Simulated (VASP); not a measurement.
# Pt: single point with LDA

Crystal: Pt.

```
Pt
1.0
    -1.58422    1.58422    1.58422
     1.58422   -1.58422    1.58422
     1.58422    1.58422   -1.58422
Pt
1
Direct
  0.00000 0.00000 0.00000
```

```
Program                : VASP 6.6.1
Task                   : single point
Functional             : LDA
Potentials or basis    : VASP PAW LDA potentials, release 64 (Pt)
Cutoff                 : 520 eV
k mesh                 : 12 × 12 × 12
Occupations            : gaussian, width 0.05 eV
Spin                   : no spin polarisation
Dipole correction      : no
Further INCAR settings : ALGO = Normal; EDIFF = 1e-06; NBANDS = 11
```

| Quantity | Value |
| --- | --- |
| Pressure | -15.7 GPa |
| Band gap on the k mesh | zero (band 5 reaches 10.93 eV, above the bottom of band 6 at 8.82 eV) |

Levels at points of the mesh, in eV from the Fermi level:
```csv
k point,band 1,band 2,band 3,band 4,band 5,band 6,band 7,band 8,band 9,band 10
"(0.00, 0.00, 0.00)",-9.35,-3.37,-3.37,-3.37,-0.86,-0.86,17.18,17.18,17.18,27.19
"(0.50, 0.00, 0.00)",-6.42,-4.78,-1.05,-0.54,0.38,1.13,6.33,13.34,15.82,24.02
"(0.50, 0.50, 0.50)",-5.90,-5.90,0.61,0.61,0.61,7.71,7.71,7.71,12.74,19.13
```

Wall time 7.1 s on 1 thread of AMD EPYC 7R13 Processor (Zen 3) (shared host), peak memory 0.1 GiB.

Caveat: spin-orbit coupling is left out, which moves the levels of the heavy elements.
